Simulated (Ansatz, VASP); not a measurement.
One calculation of KTaO3, two programs

```
Ta K O
1.0
     3.98830    0.00000    0.00000
     0.00000    3.98830    0.00000
     0.00000    0.00000    3.98830
Ta K O
1 1 3
Direct
  0.00000 0.00000 0.00000
  0.50000 0.50000 0.50000
  0.00000 0.00000 0.50000
  0.00000 0.50000 0.00000
  0.50000 0.00000 0.00000
```

Alike in both runs: task relaxation of cell and atoms; functional RPBE; dispersion D4; k mesh 7 × 7 × 7; occupations fermi-dirac, width 0.05 eV; no spin polarisation.

```csv
,VASP,Ansatz
version,VASP 6.6.1,Ansatz 0.2.0
potentials or method,"VASP PAW PBE potentials, release 64 (Ta_pv, K_sv, O)",Ansatz PAW
plane-wave cutoff (eV),600,420
valence electrons in the cell,38,40
```

```tsv
	VASP	Ansatz	Ansatz less VASP
relaxed volume (Å³/atom)	13.07	13.04	-0.029
relaxed cell length with the largest relative difference (Å)	4.028	4.025	-0.0030
```

VASP's potentials were made for PBE, not for RPBE. VASP's potentials hold 38 valence electrons a cell and Ansatz's 40, so a difference there can come from the potentials and not from the codes.

Spin-orbit coupling is off throughout. Noted on Ansatz's run: odd divisions of the mesh miss points on the zone boundary, where band edges often lie, so the gap on the mesh can be too wide; the plane-wave basis is chosen anew once the cell has moved, so the energies of steps on either side of that aren't comparable.
